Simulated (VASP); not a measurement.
Here is a VASP 6.6.1 calculation.

INCAR

```
SYSTEM = Sc
PREC = Accurate ; ENCUT = 500
EDIFF = 1E-6 ; ISMEAR = 0
SIGMA = 0.05 ; LREAL = .FALSE.
LASPH = .TRUE. ; NELM = 120
ALGO = Normal ; ISIF = 2
LWAVE = .FALSE. ; LCHARG = .FALSE.
GGA = PE ; NBANDS = 12
GGA_COMPAT = .FALSE.
```

The input KPOINTS:

```
Automatic mesh
0
G
  8 8 8
  0 0 0
```

The input POSCAR:

```
Sc
1.0
    0.0000000000      2.3180672729      2.3180672729
    2.3180672729      0.0000000000      2.3180672729
    2.3180672729      2.3180672729      0.0000000000
Sc
1
Direct
    0.0000000000      0.0000000000      0.0000000000
```

Potentials or basis: VASP PAW PBE potentials, release 64 (Sc_sv).

Command:

```sh
$ cat potpaw_PBE.64/Sc_sv/POTCAR > POTCAR
$ mpirun -np 1 vasp_std > vasp.out
```

(1) Estimate the pressure.

Answers

(1) -0.5 GPa.
